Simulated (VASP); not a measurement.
# O in VASP: single point with PBE+D3(BJ)

Aim: the single point of O with PBE+D3(BJ).

All numbers are computed with VASP 6.6.1; they aren't measurements. Logs are shortened: lines on timing, memory, paths and dates and some standing lists are left out, and cuts for length are marked.

## Step 1: The cell of the first run

The cell holds a disordered packing, 24 atoms: a = 8.262 Å, b = 8.262 Å, c = 8.262 Å, α = 90.00°, β = 90.00°, γ = 90.00°.

## Step 2: Single point, PBE+D3(BJ), collinear spin, ferromagnetic start

The input, INCAR:

```
PREC = Accurate
ENCUT = 910
EDIFF = 1E-6
ISMEAR = -1
SIGMA = 0.05
LREAL = Auto
LASPH = T
NELM = 200
ALGO = Normal
ISIF = 2
LWAVE = F
LCHARG = F
ISPIN = 2
MAGMOM = 1 1 1 1 1 1 1 1 1 1 1 1 1 1 1 1 1 1 1 1 1 1 1 1
LORBIT = 11
GGA = PE
IVDW = 12
NBANDS = 94
GGA_COMPAT = F
```

The input, KPOINTS:

```
regular mesh
0
Gamma
  1 1 1
```

The input, POSCAR:

```
O
1.0
    8.2621490000      0.0000000000      0.0000000000
    0.0000000000      8.2621490000      0.0000000000
    0.0000000000      0.0000000000      8.2621490000
O
24
Direct
   -0.1048637588      0.9145078357      0.2257887143
    0.0071894128      0.8516791455      0.1550565113
    0.7051071095      0.2648463493      0.5632796020
    0.8087242193      0.2275800158      0.6622974241
    0.5451003123      0.8760190599      0.5405494382
    0.5727928654      0.9791520342      0.4371501894
    0.1991733628      0.5502684592      0.7050707994
    0.1389953147      0.5429217023      0.5676247185
    0.8734894517      0.7339615880      0.5565985314
    0.8269761293      0.6462120206      0.4464940054
    0.3118559106      0.6353431777      0.2927204532
    0.4431776769      0.6860442725      0.2544132283
    0.6267255650      0.3661396085      0.2297102122
    0.6923138278      0.3925007888      0.0991388560
    0.4008400236      0.3257748075      0.9400217788
    0.3070145552      0.2242152738      0.8917897753
    0.0853167862      0.4062381349      0.1054810316
    0.0474331799      0.4814485916     -0.0216529622
    0.6483180102     -0.0205878640      0.0208783453
    0.5477509544     -0.0940554328     -0.0658303306
    0.2358466302      0.1872999386      0.4686916201
    0.1937389413      0.0857161980      0.3739462941
    0.6926648261      0.5873532419      0.7991746457
    0.5662086220      0.6495041423      0.7491150305
```

Potentials or basis: VASP PAW PBE potentials, release 64 (O_h).

On the command line:

```sh
> cat potpaw_PBE.64/O_h/POTCAR > POTCAR
> mpirun -np 1 vasp_gam > vasp.out
```

OUTCAR:

```text
PREC = Accurate
   ENCUT = 910
   EDIFF = 1E-6
   ISMEAR = -1
   LREAL = Auto
   LASPH = T
   NELM = 200
   ISIF = 2
   ISPIN = 2
   LORBIT = 11
   GGA = PE
   IVDW = 12
 IVDW          = 12

 ion  position               nearest neighbor table
   1  0.895  0.915  0.226-   2 1.21
   2  0.007  0.852  0.155-   1 1.21
   3  0.705  0.265  0.563-   4 1.22
   4  0.809  0.228  0.662-   3 1.22
   5  0.545  0.876  0.541-   6 1.23
   6  0.573  0.979  0.437-   5 1.23
[... 16 lines left out ...]
  23  0.693  0.587  0.799-  24 1.24
  24  0.566  0.650  0.749-  23 1.24

  LATTYP: Found a simple cubic cell.
 ALAT       =     8.2621490000

  Lattice vectors:

 A1 = (   8.2621490000,   0.0000000000,   0.0000000000)
 A2 = (   0.0000000000,   8.2621490000,   0.0000000000)
 A3 = (   0.0000000000,   0.0000000000,   8.2621490000)

Analysis of symmetry for initial positions (statically):
=====================================================================
 Subroutine PRICEL returns:
 Original cell was already a primitive cell.

 Routine SETGRP: Setting up the symmetry group for a
 simple cubic supercell.

 Subroutine GETGRP returns: Found  1 space group operations
 (whereof  1 operations were pure point group operations)
 out of a pool of 48 trial point group operations.

The static configuration has the point symmetry C_1 .

Analysis of symmetry for dynamics (positions and initial velocities):
=====================================================================
 Subroutine PRICEL returns:
 Original cell was already a primitive cell.

 Routine SETGRP: Setting up the symmetry group for a
 simple cubic supercell.

 Subroutine GETGRP returns: Found  1 space group operations
 (whereof  1 operations were pure point group operations)
 out of a pool of 48 trial point group operations.

The dynamic configuration has the point symmetry C_1 .

Analysis of structural, dynamic, and magnetic symmetry:
=====================================================================
 Subroutine PRICEL returns:
 Original cell was already a primitive cell.

 Routine SETGRP: Setting up the symmetry group for a
 simple cubic supercell.

 Subroutine GETGRP returns: Found  1 space group operations
 (whereof  1 operations were pure point group operations)
[... 158 lines left out ...]
   NGX = 41   NGY = 41   NGZ = 41

 number of electron     143.9999999 magnetization      23.9999992

 Free energy of the ion-electron system (eV)
  ---------------------------------------------------
  ext. energy  EPLUGINS =         0.00000000
  ---------------------------------------------------
  free energy    TOTEN  =      -120.05760046 eV

  energy without entropy =     -120.05759970  energy(sigma->0) =     -120.05760008

 E-fermi :  -2.4232     XC(G=0):  -6.0859

 val. band max:       -3.1928165498   @ k =   0.0000   0.0000   0.0000
 cond. band min:      -1.6726999293   @ k =   0.0000   0.0000   0.0000
 fundamental gap:      1.5201166205
 Fermi energy:        -2.4231856028

 spin component 1

 k-point     1 :       0.0000    0.0000    0.0000
  band No.  band energies     occupation
      1     -29.7514      1.00000
      2     -29.5702      1.00000
      3     -29.5237      1.00000
      4     -29.4268      1.00000
      5     -29.2251      1.00000
      6     -29.2076      1.00000
[... 76 lines left out ...]
     83      -3.2285      1.00000
     84      -3.1928      1.00000
 Fermi energy:        -2.4231856028

 spin component 2

 k-point     1 :       0.0000    0.0000    0.0000
  band No.  band energies     occupation
      1     -28.5798      1.00000
      2     -28.3908      1.00000
      3     -28.3438      1.00000
      4     -28.2433      1.00000
      5     -28.0310      1.00000
      6     -28.0132      1.00000
[... 76 lines left out ...]
     83      -0.8591      0.00000
     84      -0.8001      0.00000
 [bands above 84 left out]

------------------------ aborting loop because EDIFF is reached ----------------------------------------

 Edisp (eV)   -0.76940

 E8    (eV) :    -0.1787

  FORCE on cell =-STRESS in cart. coord.  units (eV):
  Direction    XX          YY          ZZ          XY          YZ          ZX
  --------------------------------------------------------------------------------------
  -------------------------------------------------------------------------------------
  Total      -0.64947    -0.17902    -3.98682     0.47962     1.60006    -2.67980
  in kB      -1.84497    -0.50854   -11.32552     1.36247     4.54535    -7.61263
  external pressure =       -4.56 kB  Pullay stress =        0.00 kB

 VOLUME and BASIS-vectors are now :
 -----------------------------------------------------------------------------
  energy-cutoff  :      910.00
  volume of cell :      564.00
      direct lattice vectors                 reciprocal lattice vectors
     8.262149000  0.000000000  0.000000000     0.121033886  0.000000000  0.000000000
     0.000000000  8.262149000  0.000000000     0.000000000  0.121033886  0.000000000
     0.000000000  0.000000000  8.262149000     0.000000000  0.000000000  0.121033886

 POSITION                                       TOTAL-FORCE (eV/Angst)
 -----------------------------------------------------------------------------------
      7.39575      7.55580      1.86550        -0.263872      0.249024      0.288585
      0.05940      7.03670      1.28110         0.380405     -0.229300     -0.280190
      5.82570      2.18820      4.65390         0.267558      0.025053      0.301693
      6.68180      1.88030      5.47200        -0.191355      0.065796     -0.196891
      4.50370      7.23780      4.46610         0.041329      0.685586     -0.572939
      4.73250      8.08990      3.61180        -0.160775     -0.470777      0.363647
[... 16 lines left out ...]
      5.72290      4.85280      6.60290        -0.997652      0.420587     -0.284189
      4.67810      5.36630      6.18930         0.918619     -0.907133      0.434169
 -----------------------------------------------------------------------------------
    total drift:                               -0.012945     -0.004336      0.000499

  FREE ENERGIE OF THE ION-ELECTRON SYSTEM (eV)
  ---------------------------------------------------
  free  energy   TOTEN  =      -120.8270008927 eV

  energy  without entropy=     -120.8270001343  energy(sigma->0) =     -120.82700051

 total charge

# of ion       s       p       d       tot
------------------------------------------
    1        1.090   2.226   0.000   3.316
    2        1.089   2.225   0.000   3.315
    3        1.092   2.215   0.000   3.307
    4        1.090   2.216   0.000   3.306
    5        1.093   2.213   0.000   3.306
    6        1.092   2.213   0.000   3.304
[... 16 lines left out ...]
   23        1.092   2.208   0.000   3.300
   24        1.094   2.208   0.000   3.302
--------------------------------------------------
tot         26.198  53.139   0.000  79.337

 magnetization (x)

# of ion       s       p       d       tot
------------------------------------------
    1        0.014   0.610   0.000   0.624
    2        0.014   0.605   0.000   0.619
    3        0.014   0.611   0.000   0.625
    4        0.014   0.606   0.000   0.619
    5        0.014   0.607   0.000   0.621
    6        0.014   0.612   0.000   0.626
[... 16 lines left out ...]
   23        0.014   0.606   0.000   0.619
   24        0.014   0.614   0.000   0.628
--------------------------------------------------
tot          0.332  14.607   0.000  14.939
```

OSZICAR:

```text
N       E                     dE             d eps       ncg     rms          rms(c)
DAV:   1     0.213667702946E+04    0.21367E+04   -0.10283E+05   376   0.220E+03
DAV:   2     0.321424914227E+03   -0.18153E+04   -0.17387E+04   504   0.405E+02
DAV:   3    -0.940437672148E+02   -0.41547E+03   -0.40511E+03   472   0.199E+02
DAV:   4    -0.117448423306E+03   -0.23405E+02   -0.18875E+02   424   0.433E+01
DAV:   5    -0.118472027679E+03   -0.10236E+01   -0.10224E+01   560   0.814E+00    0.249E+01
DAV:   6    -0.119266127514E+03   -0.79410E+00   -0.14488E+01   432   0.167E+01    0.113E+01
DAV:   7    -0.120074841693E+03   -0.80871E+00   -0.22511E+00   408   0.722E+00    0.511E+00
DAV:   8    -0.120024951688E+03    0.49890E-01   -0.85773E-01   440   0.348E+00    0.164E+00
DAV:   9    -0.120054227840E+03   -0.29276E-01   -0.83817E-02   432   0.150E+00    0.737E-01
DAV:  10    -0.120057440748E+03   -0.32129E-02   -0.13677E-02   416   0.605E-01    0.173E-01
DAV:  11    -0.120057584163E+03   -0.14341E-03   -0.18403E-03   408   0.274E-01    0.654E-02
DAV:  12    -0.120057635590E+03   -0.51426E-04   -0.30025E-04   440   0.109E-01    0.355E-02
DAV:  13    -0.120057617127E+03    0.18463E-04   -0.72233E-05   496   0.555E-02    0.196E-02
DAV:  14    -0.120057609960E+03    0.71676E-05   -0.17036E-05   416   0.248E-02    0.102E-02
DAV:  15    -0.120057604560E+03    0.53996E-05   -0.71396E-06   416   0.174E-02    0.473E-03
DAV:  16    -0.120057601621E+03    0.29390E-05   -0.46610E-06   360   0.158E-02    0.282E-03
DAV:  17    -0.120057600436E+03    0.11853E-05   -0.21386E-06   304   0.998E-03    0.173E-03
DAV:  18    -0.120057600457E+03   -0.20966E-07   -0.90148E-07   280   0.647E-03
   1 F= -.12082700E+03 E0= -.12082700E+03  d E =-.758336E-06  mag=    24.0000
```

stdout:

```text
POSCAR found type information on POSCAR O
 POSCAR found :  1 types and      24 ions
 scaLAPACK will be used
 LDA part: xc-table for (Slater+PW92), standard interpolation
 POSCAR, INCAR and KPOINTS ok, starting setup
 FFT: planning ... GRIDC
 FFT: planning ... GRID_SOFT
 FFT: planning ... GRID
 WAVECAR not read
 entering main loop
```

Run time: 9.9 min. Hardware: 1 thread of Intel Xeon Platinum 8259CL at 2.50GHz (Skylake/Cascade Lake), shared host; peak memory 1.3 GiB.

What came out:

```
Free energy                                           : -120.8270 eV
Pressure                                              : -0.5 GPa
Largest force                                         : 2.665 eV/Å
Net moment                                            : 24.00 μB per cell
Site moments                                          : O +0.62, +0.63 (each value once) μB
Valence electrons inside the program's atomic spheres : O 3.32, 3.31, 3.30, 3.28, 3.29 (each value once)
Dispersion energy per atom                            : -0.032 eV
```

Forces in eV/Å, atoms in the order of the input:
```
O   -0.264  0.249  0.289
O    0.380 -0.229 -0.280
O    0.268  0.025  0.302
O   -0.191  0.066 -0.197
O    0.041  0.686 -0.573
O   -0.161 -0.471  0.364
O   -0.494  0.006 -1.486
O    0.693 -0.081  1.396
O   -0.161 -0.150 -0.486
O    0.147  0.242  0.382
O   -0.841 -0.320  0.199
O    0.885  0.344 -0.344
O    0.268  0.057 -0.503
O   -0.174 -0.091  0.587
O    0.360  0.383  0.121
O   -0.363 -0.493 -0.248
O   -0.732  1.247 -2.038
O    0.517 -1.259  2.291
O   -1.530 -0.972 -1.299
O    1.400  1.227  1.357
O    0.429  1.036  0.972
O   -0.398 -1.015 -0.955
O   -0.998  0.421 -0.284
O    0.919 -0.907  0.434
```

Levels at points of the mesh, in eV from the Fermi level:
Spin up:
| k point | band 80 | band 81 | band 82 | band 83 | band 84 | band 85 | band 86 | band 87 | band 88 |
| --- | --- | --- | --- | --- | --- | --- | --- | --- | --- |
| (0.00, 0.00, 0.00) | -0.89 | -0.88 | -0.83 | -0.81 | -0.77 | 5.17 | 6.13 | 6.28 | 6.61 |
Spin down:
| k point | band 58 | band 59 | band 60 | band 61 | band 62 | band 63 |
| --- | --- | --- | --- | --- | --- | --- |
| (0.00, 0.00, 0.00) | -5.17 | -5.14 | -5.07 | 0.75 | 0.82 | 0.85 |

Caveat: the k points lie up to 0.76 Å⁻¹ apart.
